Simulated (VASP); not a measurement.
# Pd (Fm-3m) in VASP: notebook

Pd is run at these levels: r2SCAN, RPBE+D4; tasks: single point.

Program: VASP 6.6.1. These are calculated values, not measurements. Logs are shortened: lines on timing, memory, paths and dates and some standing lists are left out, and cuts for length are marked.

### 1 The cell of the first run

The structure is cubic, space group Fm-3m (No. 225). The conventional cell has a = 3.893 Å, b = 3.893 Å, c = 3.893 Å, α = 90.00°, β = 90.00°, γ = 90.00°. Pd (site symmetry m-3m) has 12 Pd at 2.75 Å within 3.6 Å.

### 2 Single point, r2SCAN, non-collinear spin, zero start, spin-orbit coupling

Contents of POSCAR:

```
Pd
1.0
    0.0000000000      1.9465000000      1.9465000000
    1.9465000000      0.0000000000      1.9465000000
    1.9465000000      1.9465000000      0.0000000000
Pd
1
Direct
    0.0000000000      0.0000000000      0.0000000000
```

Contents of INCAR.step1:

```
ALGO = Normal
EDIFF = 1E-4
ENCUT = 520
GGA = PE
GGA_COMPAT = False
ISMEAR = -1
LASPH = True
LCHARG = False
LMAXMIX = 4
LREAL = False
LSORBIT = True
LWAVE = True
MAGMOM = 0 0 0
NBANDS = 21
NELM = 150
PREC = Accurate
SIGMA = 0.05
```

Contents of INCAR.step2:

```
ALGO = Normal
EDIFF = 1E-6
ENCUT = 520
GGA_COMPAT = False
ISIF = 2
ISMEAR = -1
ISTART = 1
LASPH = True
LCHARG = True
LMAXMIX = 4
LMIXTAU = True
LORBIT = 11
LORBMOM = True
LREAL = False
LSORBIT = True
LVHAR = True
LWAVE = False
MAGMOM = 0 0 0
METAGGA = R2SCAN
NBANDS = 21
NELM = 150
PREC = Accurate
SIGMA = 0.05
```

Contents of KPOINTS:

```
k-points
0
Gamma
  9 9 9
```

Potentials or basis: VASP PAW PBE potentials, release 64 (Pd).

Command:

```bash
$ cat potpaw_PBE.64/Pd/POTCAR > POTCAR
$ cp INCAR.step1 INCAR
$ mpirun -np 1 vasp_ncl > vasp.out
$ cp INCAR.step2 INCAR
$ mpirun -np 1 vasp_ncl > vasp.out
```

OUTCAR:

```text
EDIFF = 1E-6
   ENCUT = 520
   ISIF = 2
   ISMEAR = -1
   ISTART = 1
   LASPH = True
   LORBIT = 11
   LREAL = False
   LSORBIT = True
   METAGGA = R2SCAN
   NELM = 150
   PREC = Accurate

 ion  position               nearest neighbor table
   1  0.000  0.000  0.000-

  LATTYP: Found a face centered cubic cell.
 ALAT       =     3.8930000000

  Lattice vectors:

 A1 = (   0.0000000000,   1.9465000000,   1.9465000000)
 A2 = (   1.9465000000,   0.0000000000,   1.9465000000)
 A3 = (   1.9465000000,   1.9465000000,   0.0000000000)

Analysis of symmetry for initial positions (statically):
[... 25 lines left out ...]
The dynamic configuration has the point symmetry O_h .

Analysis of structural, dynamic, and magnetic symmetry:
=====================================================================
 Subroutine PRICEL returns:
[... 7 lines left out ...]
 out of a pool of 48 trial point group operations.

The overall configuration has the point symmetry O_h .

 Subroutine INISYM returns: Found 48 space group operations
[... 5 lines left out ...]
                                     Primitive cell

  volume of cell :      14.7500

  direct lattice vectors                    reciprocal lattice vectors
     0.000000000  1.946500000  1.946500000    -0.256871307  0.256871307  0.256871307
     1.946500000  0.000000000  1.946500000     0.256871307 -0.256871307  0.256871307
     1.946500000  1.946500000  0.000000000     0.256871307  0.256871307 -0.256871307

  length of vectors
     2.752766699  2.752766699  2.752766699     0.444914156  0.444914156  0.444914156

  position of ions in fractional coordinates (direct lattice)
     0.000000000  0.000000000  0.000000000

  ion indices of the primitive-cell ions
   primitive index   ion index
                 1           1

----------------------------------------------------------------------------------------

 KPOINTS: k-points

Automatic generation of k-mesh.
 Grid dimensions read from file:
 generate k-points for:    9    9    9

 Generating k-lattice:

  Cartesian coordinates                     Fractional coordinates (reciprocal lattice)
    -0.028541256  0.028541256  0.028541256     0.111111111  0.000000000  0.000000000
     0.028541256 -0.028541256  0.028541256     0.000000000  0.111111111  0.000000000
     0.028541256  0.028541256 -0.028541256     0.000000000  0.000000000  0.111111111

  Length of vectors
     0.049434906  0.049434906  0.049434906

  Shift w.r.t. Gamma in fractional coordinates (k-lattice)
[... 99 lines left out ...]

  energy without entropy =      -22.97667708  energy(sigma->0) =      -22.98564089

 E-fermi :   9.5616     XC(G=0): -14.1491

 val. band max:        9.5291826281   @ k =   0.4444   0.1111   0.0000
 cond. band min:       9.5621445503   @ k =   0.4444   0.0000   0.0000
 fundamental gap:      0.0329619222
 Fermi energy:         9.5615521095

 k-point     1 :       0.0000    0.0000    0.0000
  band No.  band energies     occupation
      1       2.4058      1.00000
      2       2.4058      1.00000
      3       6.5326      1.00000
      4       6.5326      1.00000
      5       6.5326      1.00000
      6       6.5326      1.00000
[... 565 lines left out ...]
     20      31.4658      0.00000
     21      31.9832      0.00000

 [... further k-points ...]
[... 5 lines left out ...]
  --------------------------------------------------------------------------------------
  -------------------------------------------------------------------------------------
  Total        0.2414330      0.2414330      0.2414330     -0.0000000      0.0000000      0.0000000
  in kB       26.2249059     26.2249059     26.2249059     -0.0000000      0.0000000      0.0000000
  external PRESSURE =      26.2249059 kB  Pullay stress =       0.0000000 kB

 VOLUME and BASIS-vectors are now :
 -----------------------------------------------------------------------------
  energy-cutoff  :      520.00
  volume of cell :       14.75
      direct lattice vectors                 reciprocal lattice vectors
     0.000000000  1.946500000  1.946500000    -0.256871307  0.256871307  0.256871307
     1.946500000  0.000000000  1.946500000     0.256871307 -0.256871307  0.256871307
     1.946500000  1.946500000  0.000000000     0.256871307  0.256871307 -0.256871307

 POSITION                                       TOTAL-FORCE (eV/Angst)
 -----------------------------------------------------------------------------------
      0.00000      0.00000      0.00000        -0.000000      0.000000     -0.000000
 -----------------------------------------------------------------------------------
    total drift:                               -0.000000     -0.000000     -0.000000

  FREE ENERGIE OF THE ION-ELECTRON SYSTEM (eV)
  ---------------------------------------------------
  free  energy   TOTEN  =       -22.9946046931 eV

  energy  without entropy=      -22.9766770811  energy(sigma->0) =      -22.98564089

 orbital moment (x)

 # of ion     p       d       tot
 ----------------------------------------
  1        -0.000   0.000   0.000
 ----------------------------------------
           -0.000   0.000   0.000

 orbital moment (y)

 # of ion     p       d       tot
 ----------------------------------------
  1         0.000   0.000   0.000
 ----------------------------------------
            0.000   0.000   0.000

 orbital moment (z)

 # of ion     p       d       tot
 ----------------------------------------
  1         0.000  -0.000  -0.000
 ----------------------------------------
            0.000  -0.000  -0.000

 Spin-Orbit-Coupling matrix elements

 Ion:    1  E_soc:     -0.0783701
 l=   1
     0.0000000    -0.0022983    -0.0022983
    -0.0022983     0.0000000    -0.0022983
    -0.0022983    -0.0022983     0.0000000
 l=   2
     0.0000000    -0.0021827     0.0000000    -0.0021827    -0.0085807
    -0.0021827     0.0000000    -0.0064355    -0.0021827    -0.0021452
     0.0000000    -0.0064355     0.0000000    -0.0064355     0.0000000
    -0.0021827    -0.0021827    -0.0064355     0.0000000    -0.0021452
    -0.0085807    -0.0021452     0.0000000    -0.0021452     0.0000000
 l=   3
     0.0000000     0.0000000     0.0000000     0.0000000     0.0000000     0.0000000     0.0000000
     0.0000000     0.0000000     0.0000000     0.0000000     0.0000000     0.0000000     0.0000000
     0.0000000     0.0000000     0.0000000     0.0000000     0.0000000     0.0000000     0.0000000
     0.0000000     0.0000000     0.0000000     0.0000000     0.0000000     0.0000000     0.0000000
     0.0000000     0.0000000     0.0000000     0.0000000     0.0000000     0.0000000     0.0000000
     0.0000000     0.0000000     0.0000000     0.0000000     0.0000000     0.0000000     0.0000000
     0.0000000     0.0000000     0.0000000     0.0000000     0.0000000     0.0000000     0.0000000

 total charge

# of ion       s       p       d       tot
------------------------------------------
    1        0.525   0.470   8.483   9.477

 magnetization (x)

# of ion       s       p       d       tot
------------------------------------------
    1        0.000  -0.000   0.000   0.000

 magnetization (y)

# of ion       s       p       d       tot
------------------------------------------
    1        0.000  -0.000   0.000   0.000

 magnetization (z)

# of ion       s       p       d       tot
------------------------------------------
    1        0.000  -0.000   0.000  -0.000
```

It took 1.7 min on 1 thread of AMD EPYC 7R13 (Zen 3), shared host; peak memory 0.16 GiB.

Results:

```yaml
Free_energy: -22.9946 eV
Pressure: 2.6 GPa
Net_moment: 0.00 μB per cell
Valence_electrons_inside_the_program's_atomic_spheres: Pd 9.48
```

Moments on the atoms (μB; x, y, z):
```
Pd  0.00 0.00 0.00
```

Caveat: the PAW data sets were made with another functional, which shifts forces and pressure a little.

### 3 Single point, RPBE+D4

This run uses another cell than the first one, of 13.87 Å³/atom, 0.940 times its volume.

Contents of INCAR:

```
SYSTEM = Pd
  PREC = Accurate
  ENCUT = 520
  EDIFF = 1E-6
  ISMEAR = -1
  SIGMA = 0.05
  LREAL = .False.
  LASPH = .True.
  NELM = 60
  ALGO = Normal
  ISIF = 2
  LWAVE = .False.
  LCHARG = .True.
  GGA = RP
  IVDW = 13
  LELF = .True.
  LVHAR = .True.
  NBANDS = 11
```

Contents of KPOINTS:

```
Automatic mesh
0
Gamma
  12 12 12
  0 0 0
```

Contents of POSCAR:

```
Pd
1.0
    0.0000000000      1.9067643606      1.9067643606
    1.9067643606      0.0000000000      1.9067643606
    1.9067643606      1.9067643606      0.0000000000
Pd
1
Direct
    0.0000000000      0.0000000000      0.0000000000
```

Potentials or basis: VASP PAW PBE potentials, release 64 (Pd).

Command:

```bash
$ cat potpaw_PBE.64/Pd/POTCAR > POTCAR
$ mpirun -np 1 vasp_std > vasp.out
```

Run time: 8.7 s. Hardware: 1 thread of Intel Xeon 6975P-C, shared host; peak memory 0.13 GiB.

Results (log left out):

```
Free energy                : -5.5185 eV
Pressure                   : 15.4 GPa
Band gap on the k mesh     : zero (band 5 reaches 11.28 eV, above the bottom of band 6 at 9.52 eV)
Dispersion energy per atom : -1.014 eV
```

Levels at points of the mesh, in eV from the Fermi level:
| k point | band 1 | band 2 | band 3 | band 4 | band 5 | band 6 | band 7 | band 8 | band 9 | band 10 |
| --- | --- | --- | --- | --- | --- | --- | --- | --- | --- | --- |
| (0.00, 0.00, 0.00) | -7.55 | -3.10 | -3.10 | -3.10 | -1.33 | -1.33 | 17.24 | 22.40 | 22.40 | 22.40 |
| (0.50, 0.00, 0.00) | -5.75 | -3.16 | -3.16 | 0.00 | 0.00 | 0.95 | 7.91 | 16.62 | 21.80 | 21.80 |
| (0.50, 0.50, 0.00) | -5.90 | -5.59 | -0.03 | 0.35 | 0.35 | 3.43 | 11.50 | 13.64 | 13.64 | 22.58 |

Caveat: the PAW data sets were made with another functional, which shifts forces and pressure a little; pairwise dispersion overbinds metals, which lowers pressure and volume.

### 4 Single point, RPBE+D4

This run uses another cell than the first one, of 14.16 Å³/atom, 0.960 times its volume.

Contents of INCAR:

```
PREC = Accurate
ENCUT = 520
EDIFF = 1E-6
ISMEAR = -1
SIGMA = 0.05
LREAL = False
LASPH = True
NELM = 60
ALGO = Normal
ISIF = 2
LWAVE = False
LCHARG = False
GGA = RP
IVDW = 13
NBANDS = 11
```

Contents of KPOINTS:

```
Automatic mesh
0
Gamma
  12 12 12
```

Contents of POSCAR:

```
Pd
1.0
    0.0000000000      1.9201927211      1.9201927211
    1.9201927211      0.0000000000      1.9201927211
    1.9201927211      1.9201927211      0.0000000000
Pd
1
Direct
    0.0000000000      0.0000000000      0.0000000000
```

Command:

```bash
$ cat potpaw_PBE.64/Pd/POTCAR > POTCAR
$ mpirun -np 1 vasp_std > vasp.out
```

Wall time 7.6 s (1 thread of Intel Xeon 6975P-C, shared host); peak memory 0.13 GiB.

Results (log left out):

```yaml
Free_energy: -5.5422 eV
Pressure: 10.2 GPa
Band_gap_on_the_k_mesh: zero (band 5 reaches 10.89 eV, above the bottom of band 6 at 9.19 eV)
Dispersion_energy_per_atom: -0.994 eV
```

Levels at points of the mesh, in eV from the Fermi level:
| k point | band 3 | band 4 | band 5 | band 6 | band 7 | band 8 |
| --- | --- | --- | --- | --- | --- | --- |
| (0.00, 0.00, 0.00) | -3.00 | -3.00 | -1.29 | -1.29 | 17.24 | 22.28 |
| (0.50, 0.00, 0.00) | -3.06 | 0.00 | 0.00 | 1.00 | 7.72 | 16.61 |
| (0.50, 0.50, 0.00) | -0.04 | 0.33 | 0.33 | 3.43 | 11.27 | 13.52 |

Caveat: the PAW data sets were made with another functional, which shifts forces and pressure a little; pairwise dispersion overbinds metals, which lowers pressure and volume.

### 5 Single point, RPBE+D4

This run uses another cell than the first one, of 14.46 Å³/atom, 0.980 times its volume.

Contents of INCAR:

```
SYSTEM = Pd
  PREC = Accurate
  ENCUT = 520
  EDIFF = 1E-6
  ISMEAR = -1
  SIGMA = 0.05
  LREAL = .FALSE.
  LASPH = .TRUE.
  NELM = 60
  ALGO = Normal
  ISIF = 2
  LWAVE = .FALSE.
  LCHARG = .TRUE.
  GGA = RP
  IVDW = 13
  LELF = .TRUE.
  LVHAR = .TRUE.
  NBANDS = 11
```

Contents of KPOINTS:

```
Automatic mesh
0
G
  12 12 12
  0 0 0
```

Contents of POSCAR:

```
Pd
1.0
    0.0000000000      1.9334358480      1.9334358480
    1.9334358480      0.0000000000      1.9334358480
    1.9334358480      1.9334358480      0.0000000000
Pd
1
Direct
    0.0000000000      0.0000000000      0.0000000000
```

Command:

```bash
$ cat potpaw_PBE.64/Pd/POTCAR > POTCAR
$ mpirun -np 1 vasp_std > vasp.out
```

Run time: 6 s. Hardware: 1 thread of Intel Xeon 6975P-C, shared host; peak memory 0.14 GiB.

Results (log left out):

```
Free energy                : -5.5568 eV
Pressure                   : 5.6 GPa
Band gap on the k mesh     : zero (band 5 reaches 10.52 eV, above the bottom of band 6 at 8.88 eV)
Dispersion energy per atom : -0.975 eV
```

Levels at points of the mesh, in eV from the Fermi level:
| k point | band 1 | band 2 | band 3 | band 4 | band 5 | band 6 | band 7 | band 8 | band 9 | band 10 |
| --- | --- | --- | --- | --- | --- | --- | --- | --- | --- | --- |
| (0.00, 0.00, 0.00) | -7.22 | -2.90 | -2.90 | -2.90 | -1.25 | -1.25 | 17.23 | 22.16 | 22.16 | 22.16 |
| (0.50, 0.00, 0.00) | -5.41 | -2.95 | -2.95 | -0.01 | -0.01 | 1.04 | 7.55 | 16.60 | 21.40 | 21.40 |
| (0.50, 0.50, 0.00) | -5.53 | -5.23 | -0.04 | 0.32 | 0.32 | 3.42 | 11.05 | 13.41 | 13.41 | 21.95 |

Caveat: the PAW data sets were made with another functional, which shifts forces and pressure a little; pairwise dispersion overbinds metals, which lowers pressure and volume.

### 6 Single point, RPBE+D4

Contents of INCAR:

```
PREC = Accurate
ENCUT = 520
EDIFF = 1E-6
ISMEAR = -1
SIGMA = 0.05
LREAL = F
LASPH = T
NELM = 60
ALGO = Normal
ISIF = 2
LWAVE = F
LCHARG = F
GGA = RP
IVDW = 13
NBANDS = 11
```

Contents of KPOINTS:

```
Automatic mesh
0
Gamma
  12 12 12
```

Contents of POSCAR:

```
Pd
1.0
    0.0000000000      1.9465000000      1.9465000000
    1.9465000000      0.0000000000      1.9465000000
    1.9465000000      1.9465000000      0.0000000000
Pd
1
Direct
    0.0000000000      0.0000000000      0.0000000000
```

Potentials or basis: VASP PAW PBE potentials, release 64 (Pd).

Command:

```bash
$ cat potpaw_PBE.64/Pd/POTCAR > POTCAR
$ mpirun -np 1 vasp_std > vasp.out
```

Wall time 8.6 s (1 thread of Intel Xeon 6975P-C, shared host); peak memory 0.13 GiB.

Results (log left out):

```yaml
Free_energy: -5.5635 eV
Pressure: 1.6 GPa
Band_gap_on_the_k_mesh: zero (band 5 reaches 10.16 eV, above the bottom of band 6 at 8.58 eV)
Dispersion_energy_per_atom: -0.957 eV
```

Levels at points of the mesh, in eV from the Fermi level:
```tsv
k point	band 3	band 4	band 5	band 6	band 7	band 8
(0.00, 0.00, 0.00)	-2.81	-2.81	-1.21	-1.21	17.22	22.03
(0.50, 0.00, 0.00)	-2.86	-0.01	-0.01	1.08	7.39	16.58
(0.50, 0.50, 0.00)	-0.04	0.31	0.31	3.42	10.84	13.29
```

Caveat: the PAW data sets were made with another functional, which shifts forces and pressure a little; pairwise dispersion overbinds metals, which lowers pressure and volume.

### 7 The runs side by side

```csv
level,spin,cell,k mesh,gap on the mesh (eV),pressure (GPa)
r2SCAN,"non-collinear, zero start, SOC","a = 2.753 Å, angles 60.0°, 1 atom",9 × 9 × 9,-,2.6
RPBE+D4,off,"a = 2.697 Å, angles 60.0°, 1 atom",12 × 12 × 12,none,15.4
RPBE+D4,off,"a = 2.716 Å, angles 60.0°, 1 atom",12 × 12 × 12,none,10.2
RPBE+D4,off,"a = 2.734 Å, angles 60.0°, 1 atom",12 × 12 × 12,none,5.6
RPBE+D4,off,"a = 2.753 Å, angles 60.0°, 1 atom",12 × 12 × 12,none,1.6
```

Alike in all rows: task single point; potentials or basis VASP PAW PBE potentials, release 64 (Pd); cutoff (eV) 520; smearing fermi-dirac 0.05 eV.

Caveats: the PAW data sets were made with another functional, which shifts forces and pressure a little; pairwise dispersion overbinds metals, which lowers pressure and volume (some runs).

Total energies depend on the potentials used, so only differences within one code and one set of settings carry meaning.
